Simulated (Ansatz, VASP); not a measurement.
# Two plane-wave programs on Na2S

```xyz
3
Lattice="3.2506 3.2506 0.0000 -3.2506 3.2506 0.0000 0.0000 3.2506 3.2506" Properties=species:S:1:pos:R:3 pbc="T T T"
Na   -1.6253    4.8759    1.6253
Na    1.6253    4.8759    1.6253
S     0.0000    0.0000    0.0000
```

Alike in both runs: functional PBEsol; k mesh 10 × 10 × 10; occupations fermi-dirac, width 0.05 eV; no spin polarisation.

Ansatz relaxed the structure, and its values are those at the end. VASP's run is a single point on that final structure, the one shown.

|  | VASP | Ansatz |
| --- | --- | --- |
| version | VASP 6.6.1 | Ansatz 0.2.0 |
| potentials or method | VASP PAW PBE potentials, release 64 (Na_pv, S) | PAW with Ansatz's default frozen-core files, scalar-relativistic |
| plane-wave cutoff (eV) | 500 | 420 |
| valence electrons in the cell | 20 | 24 |

```csv
,VASP,Ansatz,Ansatz less VASP
gap on the k mesh at the Fermi level (eV),2.43,2.43,+0.002
pressure (GPa),0.1,0.0,-0.07
```

VASP's potentials were made for PBE, not for PBEsol. VASP's potentials hold 20 valence electrons a cell and Ansatz's 24, so a difference there can come from the potentials and not from the codes.
